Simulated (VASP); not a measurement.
# Al5P2 (P6/mmm) in VASP: further runs

Runs on Al5P2. Level: PBE. Tasks: single point, relaxation of cell and atoms.

Program: VASP 6.6.1. These are calculated values, not measurements. Logs are shortened: lines on timing, memory, paths and dates and some standing lists are left out, and cuts for length are marked.

**1. The cell of the first run**

Symmetry: P6/mmm, No. 191, hexagonal system. The conventional cell has a = 8.176 Å, b = 8.176 Å, c = 5.070 Å, α = 90.00°, β = 90.00°, γ = 120.00°. Al (site symmetry -6m2) has 2 P at 2.54 Å within 3.3 Å. Al (site symmetry mmm) has 2 P at 2.36 Å within 3.1 Å. Within 3.1 Å of P (site symmetry -6m2) lie 5 Al at 2.36 to 2.54 Å.

The cell was built from a structure type or drawn by symmetry, and may not be a known phase.

**2. Single point, PBE**

The input, INCAR:

```
PREC = Accurate
ENCUT = 500
EDIFF = 1E-6
ISMEAR = 0
SIGMA = 0.2
LREAL = False
LASPH = True
NELM = 120
ALGO = Normal
ISIF = 2
LWAVE = False
LCHARG = True
GGA = PE
LELF = True
LVHAR = True
NBANDS = 22
GGA_COMPAT = False
```

The input, KPOINTS:

```
Automatic mesh
0
Gamma
  3 3 4
```

The input, POSCAR:

```
Al5P2
1.0
    8.1763453396     -0.0000000041      0.0000000000
   -4.0881726662      7.0809227762      0.0000000000
    0.0000000000      0.0000000000      5.0701601674
Al P
5 2
Direct
    0.3333333333      0.6666666667      0.0000000000
    0.6666666667      0.3333333333      0.0000000000
    0.5000000000      0.0000000000      0.5000000000
    0.0000000000      0.5000000000      0.5000000000
    0.5000000000      0.5000000000      0.5000000000
    0.3333333333      0.6666666667      0.5000000000
    0.6666666667      0.3333333333      0.5000000000
```

Potentials or basis: VASP PAW PBE potentials, release 64 (Al, P).

On the command line:

```console
$ cat potpaw_PBE.64/Al/POTCAR potpaw_PBE.64/P/POTCAR > POTCAR
$ mpirun -np 1 vasp_std > vasp.out
```

OUTCAR:

```text
PREC = Accurate
   ENCUT = 500
   EDIFF = 1E-6
   ISMEAR = 0
   LREAL = False
   LASPH = True
   NELM = 120
   ISIF = 2
   GGA = PE

 ion  position               nearest neighbor table
   1  0.333  0.667  0.000-   6 2.54   6 2.54
   2  0.667  0.333  0.000-   7 2.54   7 2.54
   3  0.500  0.000  0.500-   6 2.36   7 2.36
   4  0.000  0.500  0.500-   6 2.36   7 2.36
   5  0.500  0.500  0.500-   6 2.36   7 2.36
   6  0.333  0.667  0.500-   3 2.36   4 2.36   5 2.36   1 2.54   1 2.54
   7  0.667  0.333  0.500-   3 2.36   4 2.36   5 2.36   2 2.54   2 2.54

  LATTYP: Found a hexagonal cell.
 ALAT       =     8.1763453396
 C/A-ratio  =     0.6201010301

  Lattice vectors:

 A1 = (   8.1763453396,  -0.0000000041,   0.0000000000)
 A2 = (  -4.0881726662,   7.0809227762,   0.0000000000)
 A3 = (   0.0000000000,   0.0000000000,   5.0701601674)

Analysis of symmetry for initial positions (statically):
=====================================================================
 Subroutine PRICEL returns:
 Original cell was already a primitive cell.

 Routine SETGRP: Setting up the symmetry group for a
 hexagonal supercell.

 Subroutine GETGRP returns: Found 24 space group operations
 (whereof 24 operations were pure point group operations)
 out of a pool of 24 trial point group operations.

The static configuration has the point symmetry D_6h.

Analysis of symmetry for dynamics (positions and initial velocities):
=====================================================================
 Subroutine PRICEL returns:
 Original cell was already a primitive cell.

 Routine SETGRP: Setting up the symmetry group for a
 hexagonal supercell.

 Subroutine GETGRP returns: Found 24 space group operations
 (whereof 24 operations were pure point group operations)
 out of a pool of 24 trial point group operations.

The dynamic configuration has the point symmetry D_6h.

 Subroutine INISYM returns: Found 24 space group operations
 (whereof 24 operations are pure point group operations),
 and found     1 'primitive' translations

----------------------------------------------------------------------------------------

                                     Primitive cell

  volume of cell :     293.5423
[... 82 lines left out ...]
   NELM   =    120;   NELMIN=  2; NELMDL= -5     # of ELM steps
   EDIFF  = 0.1E-05   stopping-criterion for ELM
   LREAL  =      F    real-space projection
   EDIFFG = 0.1E-04   stopping-criterion for IOM
   NSW    =      0    number of steps for IOM
   IBRION =     -1    ionic relax: 0-MD 1-quasi-New 2-CG
   NFREE  =      0    steps in history (QN), initial steepest desc. (CG)
   ISIF   =      2    stress and relaxation
   ISYM   =      2    0-nonsym 1-usesym 2-fastsym
   POTIM  = 0.5000    time-step for ionic-motion
   TEBEG  =    0.0;   TEEND  =   0.0 temperature during run
   PSTRESS=    0.0 pullay stress
   NELECT =      25.0000    total number of electrons
   NUPDOWN=      -1.0000    fix difference up-down
   EMIN   =  10.00;   EMAX   =-10.00  energy-range for DOS
   EFERMI =   0.00;   METHOD = LEGACY
   ISMEAR =     0;   SIGMA  =   0.20  broadening in eV -4-tet -1-fermi 0-gaus
   EFERMI_NEDOS =   21; number of points for ismear=-14 and -15
   IALGO  =     38    algorithm
   IMIX   =      4    mixing-type and parameters
     AMIX     =   0.40;   BMIX     =  1.00
     AMIX_MAG =   1.60;   BMIX_MAG =  1.00
  volume/ion in A,a.u.               =      41.93       282.99
  Fermi-wavevector in a.u.,A,eV,Ry     =   0.720274  1.361121  7.058635  0.518795
  Thomas-Fermi vector in A             =   1.809684
   LORBIT       =      0    0 simple, 1 ext, 2 COOP (PROOUT), +10 PAW based schemes
   GGA     = PE    functional components
   LHFCALC =     F    Hartree Fock is set to
   AEXX    =    0.0000 exact exchange contribution
   IVDW    =     0    specifies the selected vdW correction
   LEPSILON=     F    determine dielectric tensor
   LRPA    =     F    only Hartree local field effects (RPA)
 non-spin polarized calculation
 Gauss-broadening in eV      SIGMA  =   0.20
  energy-cutoff  :      500.00
  volume of cell :      293.54
 maximum number of plane-waves:      7477
 NGX is ok and might be reduce to    60
   NGX = 29   NGY = 29   NGZ = 19

 number of electron      24.9999996 magnetization

 Free energy of the ion-electron system (eV)
  ---------------------------------------------------
  ext. energy  EPLUGINS =         0.00000000
  ---------------------------------------------------
  free energy    TOTEN  =       -22.58160429 eV

  energy without entropy =      -22.44195851  energy(sigma->0) =      -22.51178140

 E-fermi :   0.9774     XC(G=0):  -6.1803

 val. band max:        0.9118660130   @ k =   0.3333   0.3333   0.5000
 cond. band min:       1.0381864318   @ k =   0.3333   0.0000   0.2500
 fundamental gap:      0.1263204188
 Fermi energy:         0.9773741445

 k-point     1 :       0.0000    0.0000    0.0000
  band No.  band energies     occupation
      1     -10.9509      2.00000
      2     -10.5074      2.00000
      3      -5.2572      2.00000
      4      -5.2572      2.00000
      5      -3.4139      2.00000
      6      -3.3398      2.00000
[... 214 lines left out ...]
     21       4.1846      0.00000
     22       4.4128      0.00000

------------------------ aborting loop because EDIFF is reached ----------------------------------------

  FORCE on cell =-STRESS in cart. coord.  units (eV):
  Direction    XX          YY          ZZ          XY          YZ          ZX
  --------------------------------------------------------------------------------------
  -------------------------------------------------------------------------------------
  Total        1.1666244      1.1666244      0.5341413      0.0000000     -0.0000000      0.0000000
  in kB        6.3675280      6.3675280      2.9153852      0.0000000     -0.0000000      0.0000000
  external PRESSURE =       5.2168137 kB  Pullay stress =       0.0000000 kB

 VOLUME and BASIS-vectors are now :
 -----------------------------------------------------------------------------
  energy-cutoff  :      500.00
  volume of cell :      293.54
      direct lattice vectors                 reciprocal lattice vectors
     8.176345340 -0.000000004  0.000000000     0.122304032  0.070612266  0.000000000
    -4.088172666  7.080922776  0.000000000     0.000000000  0.141224531  0.000000000
     0.000000000  0.000000000  5.070160167     0.000000000  0.000000000  0.197232428

 POSITION                                       TOTAL-FORCE (eV/Angst)
 -----------------------------------------------------------------------------------
      0.00000      4.72062      0.00000        -0.000000      0.000000      0.000000
      4.08817      2.36031      0.00000        -0.000000      0.000000      0.000000
      4.08817     -0.00000      2.53508        -0.000000      0.000000      0.000000
     -2.04409      3.54046      2.53508        -0.000000      0.000000      0.000000
      2.04409      3.54046      2.53508        -0.000000      0.000000      0.000000
      0.00000      4.72062      2.53508        -0.000000      0.000000      0.000000
      4.08817      2.36031      2.53508         0.000000     -0.000000      0.000000
 -----------------------------------------------------------------------------------
    total drift:                                0.000000      0.000000      0.000000

  FREE ENERGIE OF THE ION-ELECTRON SYSTEM (eV)
  ---------------------------------------------------
  free  energy   TOTEN  =       -22.5816042895 eV

  energy  without entropy=      -22.4419585106  energy(sigma->0) =      -22.51178140
```

OSZICAR:

```text
N       E                     dE             d eps       ncg     rms          rms(c)
DAV:   1     0.754639448903E+02    0.75464E+02   -0.76294E+03   396   0.791E+02
DAV:   2    -0.143274032835E+02   -0.89791E+02   -0.85560E+02   534   0.126E+02
DAV:   3    -0.237987394291E+02   -0.94713E+01   -0.93315E+01   524   0.390E+01
DAV:   4    -0.241181461234E+02   -0.31941E+00   -0.31900E+00   524   0.838E+00
DAV:   5    -0.241300201424E+02   -0.11874E-01   -0.11874E-01   604   0.165E+00    0.826E+00
DAV:   6    -0.227345046055E+02    0.13955E+01   -0.25751E+00   454   0.595E+00    0.480E+00
DAV:   7    -0.226030441400E+02    0.13146E+00   -0.99601E-01   472   0.353E+00    0.177E+00
DAV:   8    -0.225799494896E+02    0.23095E-01   -0.93455E-02   488   0.120E+00    0.739E-01
DAV:   9    -0.225760631372E+02    0.38864E-02   -0.23718E-02   468   0.672E-01    0.301E-01
DAV:  10    -0.225782772848E+02   -0.22141E-02   -0.20356E-03   486   0.186E-01    0.130E-01
DAV:  11    -0.225809639664E+02   -0.26867E-02   -0.29744E-03   474   0.173E-01    0.869E-02
DAV:  12    -0.225811793426E+02   -0.21538E-03   -0.38729E-04   498   0.691E-02    0.387E-02
DAV:  13    -0.225815482495E+02   -0.36891E-03   -0.30183E-04   444   0.521E-02    0.381E-02
DAV:  14    -0.225815959376E+02   -0.47688E-04   -0.57000E-05   486   0.269E-02    0.713E-03
DAV:  15    -0.225816037513E+02   -0.78137E-05   -0.99914E-06   468   0.127E-02    0.645E-03
DAV:  16    -0.225816042895E+02   -0.53823E-06   -0.18298E-06   402   0.583E-03
   1 F= -.22581604E+02 E0= -.22511781E+02  d E =-.139646E+00
```

Run time: 2.6 min. Hardware: 1 thread of Intel Xeon 8259CL, shared host; peak memory 0.37 GiB.

Results:

* Free energy: -22.5816 eV
* Pressure: 0.5 GPa
* Band gap on the k mesh: zero (an odd number of electrons rules out a gap without spin polarisation)

Levels at points of the mesh, in eV from the Fermi level:
| k point | band 9 | band 10 | band 11 | band 12 | band 13 | band 14 | band 15 | band 16 | band 17 | band 18 |
| --- | --- | --- | --- | --- | --- | --- | --- | --- | --- | --- |
| (0.00, 0.00, 0.00) | -3.00 | -2.19 | -1.64 | 0.50 | 0.50 | 1.07 | 1.07 | 1.15 | 1.15 | 2.04 |
| (0.00, 0.00, 0.50) | -1.52 | -1.25 | -1.25 | 0.89 | 0.89 | 0.96 | 0.96 | 1.18 | 1.67 | 1.67 |

[end of part 1 of 2]
